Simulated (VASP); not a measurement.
## BaTiO3: single point with PBE+D3(BJ)

The system is BaTiO3.

```xyz
5
Lattice="3.9923 0.0000 0.0000 0.0000 3.9923 0.0000 0.0000 0.0000 3.9923" Properties=species:S:1:pos:R:3 pbc="T T T"
Ba    0.0000    0.0000    0.0000
Ti    1.9961    1.9961    1.9961
O     1.9961    1.9961    0.0000
O     0.0000    1.9961    1.9961
O     1.9961    0.0000    1.9961
```

| Item | Value |
| --- | --- |
| Program | VASP 6.6.1 |
| Task | single point |
| Functional | PBE |
| Dispersion | D3(BJ) |
| Potentials or basis | VASP PAW PBE potentials, release 64 (Ba_sv, Ti_sv, O) |
| Cutoff | 600 eV |
| k mesh | 8 × 8 × 8 |
| Occupations | gaussian, width 0.02 eV |
| Spin | no spin polarisation |
| Dipole correction | no |
| Further INCAR settings | ALGO = Normal; EDIFF = 1e-06; NBANDS = 28 |

The pressure is 1.6 GPa, the band gap on the k mesh is 1.76 eV (least direct gap 1.90 eV) and the dispersion energy per atom is -0.267 eV.

Levels at points of the mesh, in eV from the valence-band top:
| k point | band 16 | band 17 | band 18 | band 19 | band 20 | band 21 | band 22 | band 23 | band 24 | band 25 |
| --- | --- | --- | --- | --- | --- | --- | --- | --- | --- | --- |
| (0.00, 0.00, 0.00) | -1.10 | -1.10 | -0.14 | -0.14 | -0.14 | 1.76 | 1.76 | 1.76 | 3.96 | 3.96 |
| (0.50, 0.00, 0.00) | -1.94 | -1.84 | -1.84 | -0.71 | -0.71 | 1.93 | 3.53 | 3.53 | 3.97 | 6.00 |
| (0.50, 0.50, 0.00) | -2.72 | -1.72 | -0.87 | -0.87 | -0.09 | 3.53 | 3.53 | 3.95 | 4.82 | 7.75 |
| (0.50, 0.50, 0.50) | -2.40 | -2.40 | 0.00 | 0.00 | 0.00 | 4.21 | 4.21 | 4.21 | 6.76 | 6.76 |

Run time: 54 s on 1 thread of AMD EPYC 7R43 64-Core Processor (Zen 3) (shared host), peak memory 0.2 GiB.

Caveat: spin-orbit coupling is left out, which moves the levels of the heavy elements. As with any semilocal functional, this PBE gap is likely too small.
